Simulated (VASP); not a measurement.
# Mg (P6_3/mmc) in VASP: further runs

The runs below take Mg through single point, relaxation of cell and atoms, with PBEsol.

Everything below comes from runs of VASP 6.6.1. Logs are shortened: lines on timing, memory, paths and dates and some standing lists are left out, and cuts for length are marked.

**1. The cell of the first run**

The structure is hexagonal, space group P6_3/mmc (No. 194). The conventional cell has a = 3.173 Å, b = 3.173 Å, c = 5.169 Å, α = 90.00°, β = 90.00°, γ = 120.00°. Within 4.2 Å of Mg (site symmetry -6m2) lie 12 Mg at 3.17 Å.

**2. Single point, PBEsol**

Input file INCAR:

```
SYSTEM = Mg
ALGO = Normal ; EDIFF = 1E-7
ENCUT = 520 ; GGA = PS
ISIF = 2 ; ISMEAR = -1
LASPH = .TRUE. ; LCHARG = .TRUE.
LELF = .TRUE. ; LREAL = .FALSE.
LVHAR = .TRUE. ; LWAVE = .FALSE.
NBANDS = 9 ; NELM = 80
PREC = Accurate ; SIGMA = 0.05
```

Input file KPOINTS:

```
k-points
0
G
  8 8 5
  0 0 0
```

Input file POSCAR:

```
Mg
1.0
    3.1727262274      0.0000000000      0.0000000000
   -1.5863631137      2.7476615122      0.0000000000
    0.0000000000      0.0000000000      5.1693067814
Mg
2
Direct
    0.3333333333      0.6666666667      0.2500000000
    0.6666666667      0.3333333333      0.7500000000
```

Potentials or basis: VASP PAW PBE potentials, release 64 (Mg).

The run is started by

```console
$ cat potpaw_PBE.64/Mg/POTCAR > POTCAR
$ mpirun -np 1 vasp_std > vasp.out
```

OUTCAR:

```text
SYSTEM = Mg
   EDIFF = 1E-7
   ENCUT = 520
   GGA = PS
   ISIF = 2
   ISMEAR = -1
   LASPH = .TRUE.
   LREAL = .FALSE.
   NELM = 80
   PREC = Accurate

 ion  position               nearest neighbor table
   1  0.333  0.667  0.250-   2 3.17   2 3.17   2 3.17   2 3.17   2 3.17   2 3.17
   2  0.667  0.333  0.750-   1 3.17   1 3.17   1 3.17   1 3.17   1 3.17   1 3.17

  LATTYP: Found a hexagonal cell.
 ALAT       =     3.1727262274
 C/A-ratio  =     1.6292949378

  Lattice vectors:

 A1 = (   3.1727262274,   0.0000000000,   0.0000000000)
 A2 = (  -1.5863631137,   2.7476615122,   0.0000000000)
 A3 = (   0.0000000000,   0.0000000000,   5.1693067814)

Analysis of symmetry for initial positions (statically):
=====================================================================
 Subroutine PRICEL returns:
 Original cell was already a primitive cell.

 Routine SETGRP: Setting up the symmetry group for a
 hexagonal supercell.

 Subroutine GETGRP returns: Found 24 space group operations
 (whereof 12 operations were pure point group operations)
 out of a pool of 24 trial point group operations.

The static configuration has the point symmetry D_3d.
 The point group associated with its full space group is D_6h.

Analysis of symmetry for dynamics (positions and initial velocities):
=====================================================================
 Subroutine PRICEL returns:
 Original cell was already a primitive cell.

 Routine SETGRP: Setting up the symmetry group for a
 hexagonal supercell.

 Subroutine GETGRP returns: Found 24 space group operations
 (whereof 12 operations were pure point group operations)
 out of a pool of 24 trial point group operations.

The dynamic configuration has the point symmetry D_3d.
 The point group associated with its full space group is D_6h.

 Subroutine INISYM returns: Found 24 space group operations
 (whereof 12 operations are pure point group operations),
 and found     1 'primitive' translations

----------------------------------------------------------------------------------------

                                     Primitive cell

  volume of cell :      45.0638

  direct lattice vectors                    reciprocal lattice vectors
     3.172726227  0.000000000  0.000000000     0.315186350  0.181972924  0.000000000
    -1.586363114  2.747661512  0.000000000     0.000000000  0.363945848  0.000000000
     0.000000000  0.000000000  5.169306781     0.000000000  0.000000000  0.193449536

  length of vectors
     3.172726227  3.172726227  5.169306781     0.363945848  0.363945848  0.193449536

  position of ions in fractional coordinates (direct lattice)
     0.333333333  0.666666667  0.250000000
     0.666666667  0.333333333  0.750000000

  ion indices of the primitive-cell ions
   primitive index   ion index
                 1           1
                 2           2

----------------------------------------------------------------------------------------

 KPOINTS: k-points

Automatic generation of k-mesh.
 Grid dimensions read from file:
 generate k-points for:    8    8    5

 Generating k-lattice:

  Cartesian coordinates                     Fractional coordinates (reciprocal lattice)
     0.039398294  0.022746616  0.000000000     0.125000000  0.000000000  0.000000000
     0.000000000  0.045493231  0.000000000     0.000000000  0.125000000  0.000000000
     0.000000000  0.000000000  0.038689907     0.000000000  0.000000000  0.200000000

  Length of vectors
     0.045493231  0.045493231  0.038689907

  Shift w.r.t. Gamma in fractional coordinates (k-lattice)
     0.000000000  0.000000000  0.000000000

 Subroutine IBZKPT returns following result:
 ===========================================

 Found     30 irreducible k-points:

 Following reciprocal coordinates:
            Coordinates               Weight
  0.000000  0.000000  0.000000      1.000000
  0.125000  0.000000  0.000000      6.000000
  0.250000  0.000000  0.000000      6.000000
  0.375000  0.000000  0.000000      6.000000
  0.500000  0.000000  0.000000      3.000000
  0.125000  0.125000  0.000000      6.000000
[... 16 lines left out ...]
  0.250000  0.000000  0.400000     12.000000
  0.375000  0.000000  0.400000     12.000000
 [... further k-points ...]
   k-points           NKPTS =     30   k-points in BZ     NKDIM =     30   number of bands    NBANDS=      9
   number of dos      NEDOS =    301   number of ions     NIONS =      2
   total plane-waves  NPLWV =  23040
   dimension x,y,z NGX =    24 NGY =   24 NGZ =   40
   dimension x,y,z NGXF=    48 NGYF=   48 NGZF=   80
   ions per type =               2
   NGX,Y,Z   is equivalent  to a cutoff of  12.58, 12.58, 12.86 a.u.
   NGXF,Y,Z  is equivalent  to a cutoff of  25.15, 25.15, 25.73 a.u.
 SYSTEM =  Mg
   PREC   = accura    normal or accurate (medium, high low for compatibility)
   ISTART =      0    job   : 0-new  1-cont  2-samecut
   ICHARG =      2    charge: 1-file 2-atom 10-const
   ISPIN  =      1    spin polarized calculation?
   LNONCOLLINEAR =      F non collinear calculations
   LSORBIT =      F    spin-orbit coupling
   LASPH  =      T    aspherical Exc in radial PAW
   ENCUT  =  520.0 eV  38.22 Ry    6.18 a.u.   5.90  5.90  9.61*2*pi/ulx,y,z
   NELM   =     80;   NELMIN=  2; NELMDL= -5     # of ELM steps
   EDIFF  = 0.1E-06   stopping-criterion for ELM
   LREAL  =      F    real-space projection
   EDIFFG = 0.1E-05   stopping-criterion for IOM
   NSW    =      0    number of steps for IOM
   IBRION =     -1    ionic relax: 0-MD 1-quasi-New 2-CG
   NFREE  =      0    steps in history (QN), initial steepest desc. (CG)
   ISIF   =      2    stress and relaxation
   ISYM   =      2    0-nonsym 1-usesym 2-fastsym
   POTIM  = 0.5000    time-step for ionic-motion
   TEBEG  =    0.0;   TEEND  =   0.0 temperature during run
   PSTRESS=    0.0 pullay stress
   NELECT =       4.0000    total number of electrons
   NUPDOWN=      -1.0000    fix difference up-down
   EMIN   =  10.00;   EMAX   =-10.00  energy-range for DOS
   EFERMI =   0.00;   METHOD = LEGACY
   ISMEAR =    -1;   SIGMA  =   0.05  broadening in eV -4-tet -1-fermi 0-gaus
   EFERMI_NEDOS =   21; number of points for ismear=-14 and -15
   IALGO  =     38    algorithm
   IMIX   =      4    mixing-type and parameters
     AMIX     =   0.40;   BMIX     =  1.00
     AMIX_MAG =   1.60;   BMIX_MAG =  1.00
  volume/ion in A,a.u.               =      22.53       152.05
  Fermi-wavevector in a.u.,A,eV,Ry     =   0.730273  1.380017  7.255976  0.533299
  Thomas-Fermi vector in A             =   1.822202
   LORBIT       =      0    0 simple, 1 ext, 2 COOP (PROOUT), +10 PAW based schemes
   GGA     = PS    functional components
   LHFCALC =     F    Hartree Fock is set to
   AEXX    =    0.0000 exact exchange contribution
   IVDW    =     0    specifies the selected vdW correction
   LEPSILON=     F    determine dielectric tensor
   LRPA    =     F    only Hartree local field effects (RPA)
 non-spin polarized calculation
  energy-cutoff  :      520.00
  volume of cell :       45.06
 maximum number of plane-waves:      1236
 NGX is ok and might be reduce to    24
   NGX = 11   NGY = 11   NGZ = 19

 number of electron       4.0000000 magnetization

 Free energy of the ion-electron system (eV)
  ---------------------------------------------------
  ext. energy  EPLUGINS =         0.00000000
  ---------------------------------------------------
  free energy    TOTEN  =        -3.47652976 eV

  energy without entropy =       -3.47143631  energy(sigma->0) =       -3.47398304

 E-fermi :   2.6867     XC(G=0):  -8.5921

 val. band max:        2.6589175814   @ k =   0.2500   0.2500   0.2000
 cond. band min:       2.9483323848   @ k =   0.2500   0.1250   0.0000
 fundamental gap:      0.2894148034
 Fermi energy:         2.6867281867

 k-point     1 :       0.0000    0.0000    0.0000
  band No.  band energies     occupation
      1      -4.3202      2.00000
      2       0.9520      2.00000
      3       1.4230      2.00000
      4      13.7627      0.00000
      5      13.7627      0.00000
      6      13.9257      0.00000
      7      13.9257      0.00000
      8      14.5949      0.00000
      9      16.3367      0.00000

 k-point     2 :       0.1250    0.0000    0.0000
  band No.  band energies     occupation
      1      -4.0083      2.00000
      2       1.2367      2.00000
      3       1.7247      2.00000
      4      10.1866      0.00000
      5      12.0270      0.00000
      6      12.7651      0.00000
      7      14.9237      0.00000
      8      15.3001      0.00000
      9      15.9647      0.00000

 k-point     3 :       0.2500    0.0000    0.0000
  band No.  band energies     occupation
      1      -3.0790      2.00000
      2       2.0919      1.99999
      3       2.5936      1.73128
      4       6.5663      0.00000
      5      10.7282      0.00000
      6      10.7844      0.00000
      7      11.2813      0.00000
      8      13.0665      0.00000
      9      15.2072      0.00000

 k-point     4 :       0.3750    0.0000    0.0000
  band No.  band energies     occupation
      1      -1.5510      2.00000
      2       2.9774      0.00596
      3       3.5195      0.00000
      4       4.4639      0.00000
      5       8.1295      0.00000
      6       8.5048      0.00000
      7       9.9511      0.00000
      8      11.5808      0.00000
      9      14.3181      0.00000
[... 205 lines left out ...]
 k-point    22 :       0.1250    0.0000    0.4000
  band No.  band energies     occupation
      1      -3.1117      2.00000
      2      -2.0030      2.00000
      3       6.5018      0.00000
      4       9.4691      0.00000
      5      11.0394      0.00000
      6      11.8674      0.00000
      7      12.7696      0.00000
      8      13.6924      0.00000
      9      14.4188      0.00000

 k-point    23 :       0.2500    0.0000    0.4000
  band No.  band energies     occupation
      1      -2.1913      2.00000
      2      -1.0942      2.00000
      3       6.8603      0.00000
      4       7.6988      0.00000
      5       8.3235      0.00000
      6      10.3731      0.00000
      7      11.4815      0.00000
      8      12.4265      0.00000
      9      12.9813      0.00000

 k-point    24 :       0.3750    0.0000    0.4000
  band No.  band energies     occupation
      1      -0.6794      2.00000
      2       0.3931      2.00000
      3       4.0927      0.00000
      4       5.1227      0.00000
      5       8.7591      0.00000
      6      10.7032      0.00000
      7      10.9600      0.00000
      8      11.6461      0.00000
      9      12.3501      0.00000

 [... further k-points ...]
[... 5 lines left out ...]
  --------------------------------------------------------------------------------------
  -------------------------------------------------------------------------------------
  Total       -0.0106906     -0.0106906     -0.0096595      0.0000000      0.0000000      0.0000000
  in kB       -0.3800891     -0.3800891     -0.3434280      0.0000000      0.0000000      0.0000000
  external PRESSURE =      -0.3678687 kB  Pullay stress =       0.0000000 kB

 VOLUME and BASIS-vectors are now :
 -----------------------------------------------------------------------------
  energy-cutoff  :      520.00
  volume of cell :       45.06
      direct lattice vectors                 reciprocal lattice vectors
     3.172726227  0.000000000  0.000000000     0.315186350  0.181972924  0.000000000
    -1.586363114  2.747661512  0.000000000     0.000000000  0.363945848  0.000000000
     0.000000000  0.000000000  5.169306781     0.000000000  0.000000000  0.193449536

 POSITION                                       TOTAL-FORCE (eV/Angst)
 -----------------------------------------------------------------------------------
     -0.00000      1.83177      1.29233        -0.000000      0.000000      0.000000
      1.58636      0.91589      3.87698         0.000000     -0.000000      0.000000
 -----------------------------------------------------------------------------------
    total drift:                                0.000000     -0.000000      0.000000

  FREE ENERGIE OF THE ION-ELECTRON SYSTEM (eV)
  ---------------------------------------------------
  free  energy   TOTEN  =        -3.4765297618 eV

  energy  without entropy=       -3.4714363112  energy(sigma->0) =       -3.47398304
```

Run time: 8.3 s. Hardware: 1 thread of Intel Xeon Platinum 8259CL at 2.50GHz (Skylake/Cascade Lake), shared host; peak memory 0.16 GiB.

What came out:

- Free energy: -3.4765 eV
- Pressure: 0.0 GPa
- Band gap on the k mesh: zero (band 2 reaches 3.70 eV, above the bottom of band 3 at 1.42 eV)

Caveat: the PAW data sets were made with another functional, which shifts forces and pressure a little.

**3. Relaxation of cell and atoms, PBEsol**

This run uses another cell than the first one, of 23.24 Å³/atom, 1.031 times its volume.

Input file INCAR:

```
SYSTEM = Mg
PREC = Accurate
ENCUT = 600
EDIFF = 1E-6
ISMEAR = -1
SIGMA = 0.05
LREAL = .False.
LASPH = .True.
NELM = 80
ALGO = Normal
ISIF = 3
LWAVE = .False.
LCHARG = .False.
GGA = PS
IBRION = 2
NSW = 60
EDIFFG = -0.03
```

Input file KPOINTS:

```
regular mesh
0
Gamma
  8 8 5
  0 0 0
```

Input file POSCAR:

```
Mg
1.0
    3.2093000000      0.0000000000      0.0000000000
   -1.6046500000      2.7793353300      0.0000000000
    0.0000000000      0.0000000000      5.2103000000
Mg
2
Direct
    0.3333333333      0.6666666667      0.2500000000
    0.6666666667      0.3333333333      0.7500000000
```

Potentials or basis: VASP PAW PBE potentials, release 64 (Mg).

The run is started by

```console
$ cat potpaw_PBE.64/Mg/POTCAR > POTCAR
$ mpirun -np 1 vasp_std > vasp.out
```

Run time: 16 s. Hardware: 1 thread of Intel Xeon Platinum 8259CL at 2.50GHz (Skylake/Cascade Lake), shared host; peak memory 0.19 GiB.

Results (log left out):

* Free energy: -3.4767 eV
* Relaxed volume: 22.51 Å³/atom
* Relaxed cell: a = 3.172 Å, b = 3.172 Å, c = 5.165 Å, α = 90.00°, β = 90.00°, γ = 120.00°
* Space group after relaxing (to 0.05 Å): P6_3/mmc (No. 194)
* Energy gained by relaxing: 2.7 meV/atom
* Ionic steps: 3
* Pressure after relaxing: 0.0 GPa
* Band gap on the k mesh: zero (band 2 reaches 3.71 eV, above the bottom of band 3 at 1.43 eV)

The path:
```tsv
step	energy change (eV)	largest force (eV/Å)	pressure (GPa)	volume (Å³)
1	0.0000	0.0000	-1.13	46.47
2	-0.0051	0.0000	-0.30	45.38
3	-0.0054	0.0000	0.00	45.02
```

Final structure:
```
Mg
1.0
     3.17233    0.00000    0.00000
    -1.58616    2.74731    0.00000
     0.00000    0.00000    5.16542
Mg
2
Direct
  0.33333 0.66667 0.25000
  0.66667 0.33333 0.75000
```

Levels at points of the mesh, in eV from the Fermi level:
| k point | band 1 | band 2 | band 3 | band 4 | band 5 | band 6 |
| --- | --- | --- | --- | --- | --- | --- |
| (0.00, 0.00, 0.00) | -7.01 | -1.73 | -1.26 | 11.07 | 11.07 | 11.24 |
| (0.50, 0.00, 0.00) | -2.17 | -2.13 | 2.68 | 3.02 | 3.32 | 3.74 |

Caveat: the PAW data sets were made with another functional, which shifts forces and pressure a little.
